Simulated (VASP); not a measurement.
**Y3Zr2F: single point with PBE**

Y3Zr2F:

```
Y Zr F
1.0
     3.42411    1.97691    3.65796
    -3.42411    1.97691    3.65796
     0.00000   -3.95382    3.65796
Y Zr F
3 2 1
Cartesian
  -1.7121 0.9885 1.8290
  1.7121 0.9885 1.8290
  0.0000 -1.9769 1.8290
  0.0000 0.0000 6.7266
  0.0000 0.0000 4.2473
  0.0000 0.0000 0.0000
```

The cell was generated, and may not be a known phase.

```yaml
Program: VASP 6.6.1
Task: single point
Functional: PBE
Potentials_or_basis: VASP PAW PBE potentials, release 64 (Y_sv, Zr_sv, F)
Cutoff: 520 eV
k_mesh: 6 × 6 × 6
Occupations: gaussian, width 0.1 eV
Spin: no spin polarisation
Dipole_correction: no
Further_INCAR_settings: ALGO = Normal; EDIFF = 1e-07; NBANDS = 41
```

```json
{"Pressure": "-0.1 GPa", "Largest force": "0.046 eV/Å", "Band gap on the k mesh": "zero (bands 32 and 33 overlap by 0.54 eV)"}
```

Forces in eV/Å, atoms in the order of the input:
```
Y    0.000  0.000  0.000
Y    0.000  0.000  0.000
Y    0.000  0.000  0.000
Zr   0.000  0.000  0.046
Zr   0.000  0.000 -0.046
F    0.000  0.000  0.000
```

Stress tensor (GPa, compression positive):
```
-0.11  0.00  0.00
 0.00 -0.11  0.00
 0.00  0.00  0.05
```

Levels at points of the mesh, in eV from the Fermi level:
```csv
k point,band 29,band 30,band 31,band 32,band 33,band 34,band 35,band 36
"(0.00, 0.00, 0.00)",-0.65,-0.65,-0.42,-0.42,0.41,1.14,1.28,1.28
"(0.50, 0.00, 0.00)",-0.84,-0.72,-0.65,-0.06,0.29,0.40,0.42,0.76
"(0.50, 0.50, 0.00)",-0.89,-0.70,-0.56,-0.30,0.06,0.22,0.98,1.10
"(0.50, 0.50, 0.50)",-1.04,-0.18,-0.18,0.46,0.46,0.59,0.59,1.54
```

It took 5 min on 1 thread of Oxide Virtual Turin-like Processor (shared host), peak memory 0.32 GiB.
